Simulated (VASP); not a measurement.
Write the native input for VASP 6.6.1 that does the following.

```yaml
Task: single point
Functional: LDA
Potentials_or_basis: VASP PAW LDA potentials, release 64 (Ti_sv, B)
Cutoff: 520 eV
k_mesh: 6 × 6 × 1
Occupations: gaussian, width 0.1 eV
Spin: no spin polarisation
Dipole_correction: yes
Further_INCAR_settings: ALGO = Normal; EDIFF = 1e-06; NBANDS = 86
```

The structure of Ti12B lies in POSCAR:

```
Ti12B
1.0
    5.6584013780      0.0000000000      0.0000000000
   -2.8292006890      4.9003193382      0.0000000000
    0.0000000000      0.0000000000     19.8826493670
Ti B
12 1
Direct
    0.3333333333      0.1666666667      0.2011804326
    0.3333333333      0.6666666667      0.2011804326
    0.8333333333      0.1666666667      0.2011804326
    0.8333333333      0.6666666667      0.2011804326
    0.1666666667      0.3333333333      0.3113966117
    0.1666666667      0.8333333333      0.3113966117
    0.6666666667      0.3333333333      0.3113966117
    0.6666666667      0.8333333333      0.3113966117
    0.0000000000      0.0000000000      0.4216062564
    0.0000000000      0.5000000000      0.4216062564
    0.5000000000      0.0000000000      0.4216062564
    0.5000000000      0.5000000000      0.4216062564
    0.3333333333      0.1666666667      0.4874753742
```

The input as run:

INCAR

```
SYSTEM = Ti12B
  PREC = Accurate
  ENCUT = 520
  EDIFF = 1E-6
  ISMEAR = 0
  SIGMA = 0.1
  LREAL = .FALSE.
  LASPH = .TRUE.
  NELM = 60
  ALGO = Normal
  ISIF = 2
  LWAVE = .FALSE.
  LCHARG = .FALSE.
  LDIPOL = .TRUE.
  IDIPOL = 3
  DIPOL = 0.5 0.5 0.325
  GGA = CA
  NBANDS = 86
```

KPOINTS

```
Automatic mesh
0
G
  6 6 1
  0 0 0
```

Potentials or basis: VASP PAW LDA potentials, release 64 (Ti_sv, B).

Command:

```bash
$ cat potpaw_LDA.64/Ti_sv/POTCAR potpaw_LDA.64/B/POTCAR > POTCAR
$ mpirun -np 1 vasp_std > vasp.out
```

Results of the run:

- Largest force: 0.881 eV/Å
- Band gap on the k mesh: zero (an odd number of electrons rules out a gap without spin polarisation)

It took 10 min on 1 thread of Intel(R) Xeon(R) 6975P-C (Granite Rapids), on a shared host, peak memory 0.58 GiB.
